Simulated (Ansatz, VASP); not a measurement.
## Two plane-wave programs on B

Contents of INCAR:

```
SYSTEM = B
ALGO     = Normal         ! electronic algorithm
EDIFF    = 1E-7           ! SCF threshold, eV
EDIFFG   = -0.01          ! ionic threshold
ENCUT    = 600            ! plane-wave cutoff, eV
GGA      = PE             ! functional
IBRION   = 2              ! ionic algorithm
ISIF     = 3              ! what is computed and relaxed
ISMEAR   = 0              ! smearing method
LASPH    = .True.         ! aspherical terms in the spheres
LCHARG   = .False.        ! write CHGCAR
LREAL    = .False.        ! projectors in reciprocal space
LWAVE    = .False.        ! write WAVECAR
NELM     = 60             ! most SCF steps
NSW      = 100            ! ionic steps
PREC     = Accurate       ! precision mode
SIGMA    = 0.1            ! smearing width, eV
```

The input KPOINTS:

```
k-points
0
Gamma
  12 12 12
  0 0 0
```

Contents of POSCAR:

```
B
1.0
    4.1734363304      0.0000000000      0.0000000000
   -2.0867181652      3.6143018832      0.0000000000
    0.0000000000      0.0000000000      3.1565511382
B
6
Direct
    0.0000000000      0.4250577914      0.3333333333
    0.0000000000      0.5749422086      0.8333333333
    0.4250577914      0.0000000000      0.0000000000
    0.4250577914      0.4250577914      0.1666666667
    0.5749422086      0.0000000000      0.5000000000
    0.5749422086      0.5749422086      0.6666666667
```

Input for Ansatz:

```yaml
crystal:
  lattice:
    - [4.1734363304, 0.0, 0.0]
    - [-2.0867181652, 3.6143018832, 0.0]
    - [0.0, 0.0, 3.1565511382]
  atoms:
    - { symbol: B, position: [0.0, 0.4250577914, 0.3333333333] }
    - { symbol: B, position: [0.0, 0.5749422086, 0.8333333333] }
    - { symbol: B, position: [0.4250577914, 0.0, 0.0] }
    - { symbol: B, position: [0.4250577914, 0.4250577914, 0.1666666667] }
    - { symbol: B, position: [0.5749422086, 0.0, 0.5] }
    - { symbol: B, position: [0.5749422086, 0.5749422086, 0.6666666667] }
basis:
  ecutwfc: 420
kpoints:
  mp_grid: { grid: [12, 12, 12] }
hamiltonian:
  xc: pbe
scf:
  occupations: { method: gaussian, width: 0.1 }
output:
  forces: true
  stress: true
  eigenvalues: true
relax:
  adjacent_minimum: "off"
  f_tol: 0.01
  max_steps: 80
  cell: { stress_tol: 0.05 }
```

Alike in both runs: task relaxation of cell and atoms; functional PBE; k mesh 12 × 12 × 12; occupations gaussian, width 0.1 eV; no spin polarisation.

|  | VASP | Ansatz |
| --- | --- | --- |
| version | VASP 6.6.1 | Ansatz 0.2.0 |
| potentials or method | VASP PAW PBE potentials, release 64 (B), cutoff 600 eV | scalar-relativistic, plane waves, PAW |
| valence electrons in the cell | 18 | 18 |

|  | VASP | Ansatz | Ansatz less VASP |
| --- | --- | --- | --- |
| gap on the k mesh at the Fermi level, each at its own relaxed structure (eV) | none | none | - |
| relaxed volume (Å³/atom) | 7.94 | 7.94 | -0.005 |
| relaxed cell length with the largest relative difference (Å) | 4.178 | 4.177 | -0.0009 |

A gap of «none» marks a metal or a gap that the smearing closes.
